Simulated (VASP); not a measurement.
Wanted: the native input for a VASP 6.6.1 run.

```yaml
Task: relaxation of cell and atoms
Functional: LDA
Potentials_or_basis: VASP PAW LDA potentials, release 64 (Mg, B)
Cutoff: 600 eV
k_mesh: 15 × 15 × 12
Occupations: gaussian, width 0.1 eV
Spin: no spin polarisation
Dipole_correction: no
Further_INCAR_settings: ALGO = Normal; EDIFF = 1e-06; IBRION = 2; EDIFFG = -0.005; NSW = 70; ISIF = 3
```

The structure of MgB2 lies in POSCAR:

```
MgB2
1.0
    3.0728984929      0.0000000000      0.0000000000
   -1.5364492465      2.6612081581      0.0000000000
    0.0000000000      0.0000000000      3.5320018760
Mg B
1 2
Direct
    0.0000000000      0.0000000000      0.0000000000
    0.3333333333      0.6666666667      0.5000000000
    0.6666666667      0.3333333333      0.5000000000
```

These files were run (other wordings do the same):

INCAR

```
ALGO = Normal
EDIFF = 1E-6
EDIFFG = -0.005
ENCUT = 600
IBRION = 2
ISIF = 3
ISMEAR = 0
LASPH = True
LCHARG = False
LREAL = False
LWAVE = False
NELM = 80
NSW = 70
PREC = Accurate
SIGMA = 0.1
```

KPOINTS

```
k-points
0
Gamma
  15 15 12
```

Potentials or basis: VASP PAW LDA potentials, release 64 (Mg, B).

The run is started by

```sh
$ cat potpaw_LDA.64/Mg/POTCAR potpaw_LDA.64/B/POTCAR > POTCAR
$ mpirun -np 1 vasp_std > vasp.out
```

It gave:

```json
{
 "Relaxed volume": "9.16 Å³/atom",
 "Relaxed cell": "a = 3.031 Å, b = 3.031 Å, c = 3.452 Å, α = 90.00°, β = 90.00°, γ = 120.00°",
 "Space group after relaxing (to 0.05 Å)": "P6/mmm (No. 191)",
 "Energy gained by relaxing": "10.9 meV/atom",
 "Ionic steps": "5",
 "Pressure after relaxing": "0.0 GPa",
 "Band gap on the k mesh": "zero (band 4 reaches 7.47 eV, above the bottom of band 5 at 3.51 eV)"
}
```

Wall time 4.3 min on 1 thread of AMD EPYC 7R13 Processor (Zen 3), with other jobs on the host, peak memory 0.17 GiB.
